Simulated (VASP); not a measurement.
Here is a VASP 6.6.1 calculation.

File INCAR:

```
SYSTEM = PbS
PREC = Accurate
ENCUT = 520
EDIFF = 1E-6
ISMEAR = -1
SIGMA = 0.05
LREAL = .False.
LASPH = .True.
NELM = 60
ALGO = Normal
ISIF = 2
LWAVE = .False.
LCHARG = .False.
GGA = B5
ALDAX = 1.0
AGGAX = 1.0
AGGAC = 1.0
ALDAC = 0.0
IVDW = 13
VDW_S6 = 1.0
VDW_S8 = 2.34076671
VDW_A1 = 0.44488865
VDW_A2 = 4.0933009
NBANDS = 17
```

KPOINTS

```
regular mesh
0
Gamma
  8 8 8
  0 0 0
```

The input POSCAR:

```
PbS
1.0
    0.0000000000      2.9256673838      2.9256673838
    2.9256673838      0.0000000000      2.9256673838
    2.9256673838      2.9256673838      0.0000000000
Pb S
1 1
Direct
    0.0000000000      0.0000000000      0.0000000000
    0.5000000000      0.5000000000      0.5000000000
```

Potentials or basis: VASP PAW PBE potentials, release 64 (Pb_d, S).

Run with:

```console
$ cat potpaw_PBE.64/Pb_d/POTCAR potpaw_PBE.64/S/POTCAR > POTCAR
$ mpirun -np 1 vasp_std > vasp.out
```

**Question.** Estimate the band gap on the k mesh.

**Answer.** 0.33 eV.

**Question.** Predict the dispersion energy per atom.

**Answer.** -0.735 eV.

Caveat: spin-orbit coupling is left out, which moves the levels of the heavy elements. A k mesh can miss the band edges.
